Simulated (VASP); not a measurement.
SiC3:

```
C Si
1.0
    -4.07101   -4.07101    0.00000
     0.00000    4.07101    4.07101
    -4.07101    4.07101   -4.07101
C Si
18 6
Direct
  0.50230 0.00209 0.99834
  0.99372 0.99566 0.00011
  0.83802 0.16833 0.66511
  0.33449 0.16737 0.66832
  0.66388 0.33337 0.33383
  0.16711 0.33407 0.33601
  0.49074 0.49245 0.99993
  0.00033 0.49820 0.00152
  0.83140 0.66285 0.66592
  0.33139 0.66835 0.67069
  0.66246 0.82863 0.33129
  0.16170 0.83179 0.33082
  0.66036 0.32714 0.58598
  0.16774 0.33257 0.57822
  0.49830 0.50039 0.25282
  0.33674 0.66366 0.91627
  0.66860 0.84334 0.58891
  0.49506 0.99658 0.24954
  0.33091 0.16378 0.91399
  0.83207 0.16820 0.91726
  0.99351 0.49952 0.24863
  0.83543 0.66738 0.91823
  0.16086 0.83289 0.58304
  0.00344 0.00149 0.25186
```

```yaml
Program: VASP 6.6.1
Task: relaxation of cell and atoms
Functional: PBEsol
Potentials_or_basis: VASP PAW PBE potentials, release 64 (C, Si)
Cutoff: 600 eV
k_mesh: 3 × 3 × 2, shifted
Occupations: gaussian, width 0.1 eV
Spin: no spin polarisation
```

At the start: pressure -3.1 GPa; volume 8.43 Å³/atom.

How do energy, volume and symmetry change on relaxing?

Over 16 steps the energy falls by 286.7 meV/atom and the volume is 7.95 Å³/atom (-5.7 %); space group P1 (No. 1, to 0.1 Å) before and after.

Step by step:
| step | energy change (eV) | largest force (eV/Å) | pressure (GPa) | volume (Å³) |
| --- | --- | --- | --- | --- |
| 1 | 0.0000 | 6.0941 | -3.09 | 202.41 |
| 2 | -3.2527 | 6.1633 | -7.27 | 197.67 |
| 3 | -4.9917 | 3.3337 | -9.71 | 199.45 |
| 4 | -5.6922 | 6.0788 | 10.89 | 185.07 |
| 5 | -6.4208 | 1.9157 | 0.78 | 190.74 |
| 6 | -6.7054 | 1.5067 | 2.06 | 190.06 |
| 7 | -6.7727 | 0.7040 | 1.47 | 190.27 |
| 8 | -6.8549 | 0.5319 | -1.09 | 191.74 |
| 9 | -6.8557 | 0.4477 | -0.87 | 191.61 |
| 10 | -6.8749 | 0.3038 | -0.22 | 191.04 |
| 11 | -6.8754 | 0.2288 | -0.32 | 191.12 |
| 12 | -6.8792 | 0.1048 | 0.27 | 190.67 |
| 13 | -6.8794 | 0.1040 | 0.17 | 190.75 |
| 14 | -6.8806 | 0.0741 | 0.03 | 190.83 |
| 15 | -6.8806 | 0.0689 | 0.00 | 190.85 |
| 16 | -6.8812 | 0.0369 | -0.05 | 190.89 |

Final structure:
```cif
data_structure
_symmetry_space_group_name_H-M 'P 1'
_symmetry_Int_Tables_number 1
_cell_length_a 5.6805
_cell_length_b 5.6300
_cell_length_c 6.8658
_cell_angle_alpha 90.232
_cell_angle_beta 89.872
_cell_angle_gamma 119.617
_cell_volume 190.89
loop_
_atom_site_label
_atom_site_type_symbol
_atom_site_fract_x
_atom_site_fract_y
_atom_site_fract_z
_atom_site_occupancy
C1 C 0.49007 0.97079 0.01881 1
C2 C 0.99643 0.99838 0.99541 1
C3 C 0.81689 0.15921 0.63561 1
C4 C 0.35206 0.19962 0.65508 1
C5 C 0.63783 0.32256 0.33239 1
C6 C 0.19725 0.35347 0.35829 1
C7 C 0.48467 0.51155 0.03363 1
C8 C 0.03584 0.51407 0.98334 1
C9 C 0.79471 0.64805 0.63836 1
C10 C 0.35003 0.65738 0.68399 1
C11 C 0.63389 0.81509 0.34601 1
C12 C 0.20216 0.84899 0.32642 1
C13 C 0.65061 0.33139 0.56063 1
C14 C 0.18779 0.34717 0.58495 1
C15 C 0.48746 0.50185 0.26416 1
C16 C 0.34516 0.66443 0.92845 1
C17 C 0.64758 0.82026 0.57391 1
C18 C 0.49291 0.98904 0.25241 1
Si1 Si 0.33977 0.17173 0.92375 1
Si2 Si 0.82757 0.16395 0.90302 1
Si3 Si 0.00208 0.49936 0.24942 1
Si4 Si 0.82097 0.65697 0.91124 1
Si5 Si 0.16835 0.83282 0.58727 1
Si6 Si 0.99845 0.00198 0.26009 1
```

Caveat: the k points lie up to 0.46 Å⁻¹ apart in the final cell; the PAW data sets were made with another functional, which shifts forces and pressure a little.
